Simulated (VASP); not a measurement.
Sn: relaxation of cell and atoms with LDA

Sn:

```
Sn
1.0
    -2.97295    2.97295    1.60688
     2.97295   -2.97295    1.60688
     2.97295    2.97295   -1.60688
Sn
2
Direct
  0.00000 0.00000 0.00000
  0.75000 0.25000 0.50000
```

| Item | Value |
| --- | --- |
| Program | VASP 6.6.1 |
| Task | relaxation of cell and atoms |
| Functional | LDA |
| Potentials or basis | VASP PAW LDA potentials, release 64 (Sn_d) |
| Cutoff | 600 eV |
| k mesh | 16 × 16 × 16 |
| Occupations | gaussian, width 0.1 eV |
| Spin | no spin polarisation |
| Dipole correction | no |
| Further INCAR settings | ALGO = Normal; EDIFF = 1e-06; IBRION = 2; EDIFFG = -0.005; NSW = 70; ISIF = 3 |

```
Relaxed volume                         : 26.20 Å³/atom
Relaxed cell                           : a = 4.383 Å, b = 4.383 Å, c = 4.383 Å, α = 97.30°, β = 97.30°, γ = 138.25°
Space group after relaxing (to 0.05 Å) : I4_1/amd (No. 141)
Energy gained by relaxing              : 29.8 meV/atom
Ionic steps                            : 11
Pressure after relaxing                : 0.0 GPa
Band gap on the k mesh                 : zero (band 14 reaches 9.79 eV, above the bottom of band 15 at 5.38 eV)
```

Step by step:
| step | energy change (eV) | largest force (eV/Å) | pressure (GPa) | volume (Å³) |
| --- | --- | --- | --- | --- |
| 1 | 0.0000 | 0.0000 | -3.99 | 56.81 |
| 2 | -0.0540 | 0.0000 | 1.51 | 51.19 |
| 3 | -0.0595 | 0.0000 | 0.00 | 52.40 |
| 4 | -0.0595 | 0.0000 | 0.13 | 52.31 |
| 5 | -0.0595 | 0.0000 | -0.08 | 52.46 |
| 6 | -0.0595 | 0.0000 | 0.00 | 52.41 |
| 7 | -0.0595 | 0.0000 | -0.03 | 52.42 |
| 8 | -0.0595 | 0.0000 | -0.01 | 52.42 |
| 9 | -0.0595 | 0.0000 | -0.03 | 52.41 |
| 10 | -0.0595 | 0.0000 | 0.00 | 52.37 |
| 11 | -0.0595 | 0.0000 | 0.01 | 52.39 |

Final structure:
```xyz
2
Lattice="-2.8959 2.8959 1.5619 2.8959 -2.8959 1.5619 2.8959 2.8959 -1.5619" Properties=species:S:1:pos:R:3 pbc="T T T"
Sn    0.0000    0.0000    0.0000
Sn    0.0000    2.8959    0.7810
```

Levels at points of the mesh, in eV from the Fermi level:
```
           k point  band 10  band 11  band 12  band 13  band 14  band 15  band 16  band 17  band 18
(0.00, 0.00, 0.00)   -21.06   -11.42    -3.73    -2.11    -2.11     2.98     6.24     6.24     7.16
(0.50, 0.00, 0.00)   -21.13    -6.98    -5.50    -2.35    -1.82    -1.16     2.29     2.88     4.80
(0.50, 0.50, 0.00)   -21.20    -9.13    -9.13     0.54     0.54     1.55     1.55     6.27     6.27
(0.50, 0.50, 0.50)   -21.27    -7.74    -7.74    -5.00    -5.00     5.32     5.32     9.47     9.47
```

It took 98 min on 1 thread of AMD EPYC 7571 (shared host), peak memory 0.44 GiB.

Caveat: spin-orbit coupling is left out, which moves the levels of the heavy elements. LDA usually gives volumes a few per cent too small.
